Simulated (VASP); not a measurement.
# Re (P-3m1) in VASP: further runs, part 2 of 2

VASP 6.6.1. The steps go on from the part before.

**3. Single point, PBE (atoms displaced along a vibrational mode)**

Contents of INCAR:

```
SYSTEM = Re
ALGO = Normal ; EDIFF = 1E-6
ENCUT = 520 ; GGA = PE
ISIF = 2 ; ISMEAR = 0
LASPH = .TRUE. ; LCHARG = .FALSE.
LREAL = .FALSE. ; LWAVE = .FALSE.
NBANDS = 14 ; NELM = 80
PREC = Accurate ; SIGMA = 0.15
```

Contents of KPOINTS:

```
k-points
0
G
  18 18 10
  0 0 0
```

Contents of POSCAR:

```
Re
1.0
    2.7748241524      0.0000000000      0.0000000000
   -1.3874120762      2.4030682070      0.0000000000
    0.0000000000      0.0000000000      4.4842238099
Re
2
Direct
    0.3333333333      0.6666666667      0.2174860118
    0.6666666667      0.3333333333      0.7825139882
```

Potentials or basis: VASP PAW PBE potentials, release 64 (Re).

Run with:

```
$ cat potpaw_PBE.64/Re/POTCAR > POTCAR
$ mpirun -np 1 vasp_std > vasp.out
```

OUTCAR:

```text
SYSTEM = Re
   EDIFF = 1E-6
   ENCUT = 520
   GGA = PE
   ISIF = 2
   ISMEAR = 0
   LASPH = .TRUE.
   LREAL = .FALSE.
   NELM = 80
   PREC = Accurate

 ion  position               nearest neighbor table
   1  0.333  0.667  0.217-   2 2.52   2 2.52   2 2.52   2 3.00   2 3.00   2 3.00
   2  0.667  0.333  0.783-   1 2.52   1 2.52   1 2.52   1 3.00   1 3.00   1 3.00

  LATTYP: Found a hexagonal cell.
 ALAT       =     2.7748241524
 C/A-ratio  =     1.6160389140

  Lattice vectors:
[... 596 lines left out ...]

------------------------ aborting loop because EDIFF is reached ----------------------------------------

  FORCE on cell =-STRESS in cart. coord.  units (eV):
  Direction    XX          YY          ZZ          XY          YZ          ZX
  --------------------------------------------------------------------------------------
  -------------------------------------------------------------------------------------
  Total        1.8450376      1.8450376      3.8956515      0.0000000      0.0000000      0.0000000
  in kB       98.8614473     98.8614473    208.7381520      0.0000000      0.0000000      0.0000000
  external PRESSURE =     135.4870156 kB  Pullay stress =       0.0000000 kB

 VOLUME and BASIS-vectors are now :
 -----------------------------------------------------------------------------
  energy-cutoff  :      520.00
  volume of cell :       29.90
      direct lattice vectors                 reciprocal lattice vectors
     2.774824152  0.000000000  0.000000000     0.360383197  0.208067336  0.000000000
    -1.387412076  2.403068207  0.000000000     0.000000000  0.416134672  0.000000000
     0.000000000  0.000000000  4.484223810     0.000000000  0.000000000  0.223004034

 POSITION                                       TOTAL-FORCE (eV/Angst)
 -----------------------------------------------------------------------------------
     -0.00000      1.60205      0.97526        -0.000000      0.000000      3.456025
      1.38741      0.80102      3.50897         0.000000      0.000000     -3.456025
 -----------------------------------------------------------------------------------
    total drift:                               -0.000000      0.000000     -0.000000

  FREE ENERGIE OF THE ION-ELECTRON SYSTEM (eV)
  ---------------------------------------------------
  free  energy   TOTEN  =       -24.5114152672 eV

  energy  without entropy=      -24.4962587498  energy(sigma->0) =      -24.50383701
```

stdout:

```text
POSCAR found type information on POSCAR Re
 POSCAR found :  1 types and       2 ions
 scaLAPACK will be used
 LDA part: xc-table for (Slater+PW92), standard interpolation
 POSCAR, INCAR and KPOINTS ok, starting setup
 FFT: planning ... GRIDC
 FFT: planning ... GRID_SOFT
 FFT: planning ... GRID
 WAVECAR not read
 entering main loop
```

Run time: 2.3 min. Hardware: 1 thread of Oxide Virtual Turin-like, shared host; peak memory 0.22 GiB.

Results:

| Quantity | Value |
| --- | --- |
| Free energy | -24.5114 eV |
| Pressure | 13.5 GPa |
| Largest force | 3.456 eV/Å |
| Band gap on the k mesh | zero (bands 7 and 8 overlap by 2.88 eV) |

Forces in eV/Å, atoms in the order of the input:
```
Re   0.000  0.000  3.456
Re   0.000  0.000 -3.456
```

Caveat: the cell differs from its parent crystal (atoms displaced along a vibrational mode); the stress differs along the axes, from 10 to 21 GPa; spin-orbit coupling is left out, which moves the levels of the heavy elements; forces of over 1 eV/Å act on the atoms, so gaps and moduli don't describe the material at rest.

**4. Single point, PBE (atoms displaced along a vibrational mode)**

Contents of INCAR:

```
SYSTEM = Re
ALGO     = Normal         ! electronic algorithm
EDIFF    = 1E-6           ! SCF threshold, eV
ENCUT    = 520            ! plane-wave cutoff, eV
GGA      = PE             ! functional
ISIF     = 2              ! what is computed and relaxed
ISMEAR   = 0              ! smearing method
LASPH    = .True.         ! aspherical terms in the spheres
LCHARG   = .False.        ! write CHGCAR
LREAL    = .False.        ! projectors in reciprocal space
LWAVE    = .False.        ! write WAVECAR
NBANDS   = 14             ! bands
NELM     = 100            ! most SCF steps
PREC     = Accurate       ! precision mode
SIGMA    = 0.15           ! smearing width, eV
```

Contents of KPOINTS:

```
k-points
0
Gamma
  18 18 10
  0 0 0
```

Contents of POSCAR:

```
Re
1.0
    2.7748241524      0.0000000000      0.0000000000
   -1.3874120762      2.4030682070      0.0000000000
    0.0000000000      0.0000000000      4.4842238099
Re
2
Direct
    0.3333333333      0.6666666667      0.2066480157
    0.6666666667      0.3333333333      0.7933519843
```

Run with:

```
$ cat potpaw_PBE.64/Re/POTCAR > POTCAR
$ mpirun -np 1 vasp_std > vasp.out
```

It took 3.7 min on 1 thread of Oxide Virtual Turin-like, shared host; peak memory 0.22 GiB.

Results (log left out):

```
Free energy            : -24.0755 eV
Pressure               : 25.5 GPa
Largest force          : 5.556 eV/Å
Band gap on the k mesh : zero (bands 7 and 8 overlap by 2.77 eV)
```

Forces in eV/Å, atoms in the order of the input:
```
Re   0.000  0.000  5.556
Re   0.000  0.000 -5.556
```

Stress tensor (GPa, compression positive):
```
20.42  0.00  0.00
 0.00 20.42  0.00
 0.00  0.00 35.61
```

Levels at points of the mesh, in eV from the Fermi level:
```tsv
k point	band 4	band 5	band 6	band 7	band 8	band 9	band 10	band 11
(0.00, 0.00, 0.00)	-2.19	-1.88	-1.88	-1.62	1.03	1.03	1.98	3.99
(0.50, 0.00, 0.00)	-2.40	-1.54	-1.10	-0.04	3.61	4.01	5.12	5.92
(0.00, 0.00, 0.50)	-2.35	-2.35	-2.23	-2.23	0.10	2.09	2.09	3.86
(0.50, 0.00, 0.50)	-2.69	-1.47	0.99	1.28	2.14	3.10	3.72	4.57
```

Caveat: the cell differs from its parent crystal (atoms displaced along a vibrational mode); the stress differs along the axes, from 20 to 36 GPa; spin-orbit coupling is left out, which moves the levels of the heavy elements; forces of over 1 eV/Å act on the atoms, so gaps and moduli don't describe the material at rest.

**5. Summary**

| cell | gap on the mesh (eV) | pressure (GPa) | largest force (eV/Å) |
| --- | --- | --- | --- |
| as given, atomic positions A | none | 41.1 | 7.87 |
| as given, atomic positions B | none | 13.5 | 3.46 |
| as given, atomic positions C | none | 25.5 | 5.56 |

Alike in all rows: task single point; level PBE; potentials or basis VASP PAW PBE potentials, release 64 (Re); no spin polarisation; k mesh 18 × 18 × 10; cutoff (eV) 520; smearing gaussian 0.15 eV.

Caveats: spin-orbit coupling is left out, which moves the levels of the heavy elements; forces of over 1 eV/Å act on the atoms, so gaps and moduli don't describe the material at rest; the stress differs along the axes, from 36 to 52 GPa (at least some runs); the stress differs along the axes, from 10 to 21 GPa (at least some runs); the stress differs along the axes, from 20 to 36 GPa (at least some runs).

Total energies depend on the potentials used, so only differences within one code and one set of settings carry meaning.
